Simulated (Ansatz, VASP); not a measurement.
## Two plane-wave programs on Be4ZnTe

```xyz
6
Lattice="3.8405 0.0000 0.0000 -1.9203 3.3260 0.0000 0.0000 0.0000 7.2279" Properties=species:S:1:pos:R:3 pbc="T T T"
Be    0.0000    2.2173   -0.3332
Be    1.9203    1.1087   -0.3332
Be    0.0000    2.2173    1.7780
Be    1.9203    1.1087    1.7780
Zn    0.0000    0.0000    2.5109
Te    0.0000    0.0000    5.4467
```

Alike in both runs: functional PBE; k mesh 5 × 5 × 3; occupations gaussian, width 0.2 eV; no spin polarisation.

Ansatz relaxed the structure, and its values are those at the end. VASP's run is a single point on that final structure, the one shown.

|  | VASP | Ansatz |
| --- | --- | --- |
| version | VASP 6.6.1 | Ansatz 0.2.0 |
| potentials or method | VASP PAW PBE potentials, release 64 (Be, Zn, Te), cutoff 600 eV | scalar-relativistic, plane waves, PAW |
| valence electrons in the cell | 26 | 36 |

```tsv
	VASP	Ansatz	Ansatz less VASP
gap on the k mesh at the Fermi level (eV)	none	none	-
pressure (GPa)	0.3	0.2	-0.12
rms of the force components (eV/Å)	0.009	0.006	-0.0035
```

A gap of «none» marks a metal or a gap that the smearing closes. VASP's potentials hold 26 valence electrons a cell and Ansatz's 36, so a difference there can come from the potentials and not from the codes.

The k mesh is coarse, so the values compare programs but aren't converged. Spin-orbit coupling is off throughout.
